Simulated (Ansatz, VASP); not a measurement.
# One calculation of Au, two programs

Contents of INCAR:

```
PREC = Accurate ; ENCUT = 520
EDIFF = 1E-6 ; ISMEAR = 0
SIGMA = 0.15 ; LREAL = False
LASPH = True ; NELM = 100
ALGO = Normal ; ISIF = 2
LWAVE = False ; LCHARG = True
GGA = PS ; LELF = True
LVHAR = True ; NBANDS = 12
```

KPOINTS

```
regular mesh
0
Gamma
  20 20 20
```

Contents of POSCAR:

```
Au
1.0
    0.0000000000      2.0761825000      2.0455000000
    2.0761825000      0.0000000000      2.0455000000
    2.0761825000      2.0761825000      0.0000000000
Au
1
Direct
    0.0000000000      0.0000000000      0.0000000000
```

Input for Ansatz:

```yaml
crystal:
  lattice:
    - [0.0, 2.0761825, 2.0455]
    - [2.0761825, 0.0, 2.0455]
    - [2.0761825, 2.0761825, 0.0]
  atoms:
    - { symbol: Au, position: [0.0, 0.0, 0.0] }
basis:
  ecutwfc: 420
kpoints:
  mp_grid: { grid: [20, 20, 20] }
hamiltonian:
  xc: pbesol
scf:
  occupations: { method: gaussian, width: 0.15 }
output:
  forces: true
  stress: true
  eigenvalues: true
```

Change from the starting cell: strain +0.015 along x and y, +0.000 along z, atoms carried along.

Alike in both runs: task single point; functional PBEsol; k mesh 20 × 20 × 20; occupations gaussian, width 0.15 eV; no spin polarisation.

|  | VASP | Ansatz |
| --- | --- | --- |
| version | VASP 6.6.1 | Ansatz 0.2.0 |
| potentials or method | VASP PAW PBE potentials, release 64 (Au), cutoff 520 eV | scalar-relativistic, plane waves, PAW |
| valence electrons in the cell | 11 | 19 |

Ansatz gave:

```
gap on the k mesh at the Fermi level (eV)                     : none
pressure (GPa)                                                : -5.6
traceless stress, the component that is largest in VASP (GPa) : 0.25
```

Task: Estimate VASP's values.

Result: gap on the k mesh at the Fermi level (eV): none; pressure (GPa): -5.8; traceless stress, the component that is largest in VASP (GPa): 0.25.

VASP's potentials were made for PBE, not for PBEsol. A gap of «none» marks a metal or a gap that the smearing closes. The functional is the same, so the differences come from potentials, cutoffs and numerics. VASP's potentials hold 11 valence electrons a cell and Ansatz's 19, so a difference there can come from the potentials and not from the codes.

Neither program's run includes spin-orbit coupling.
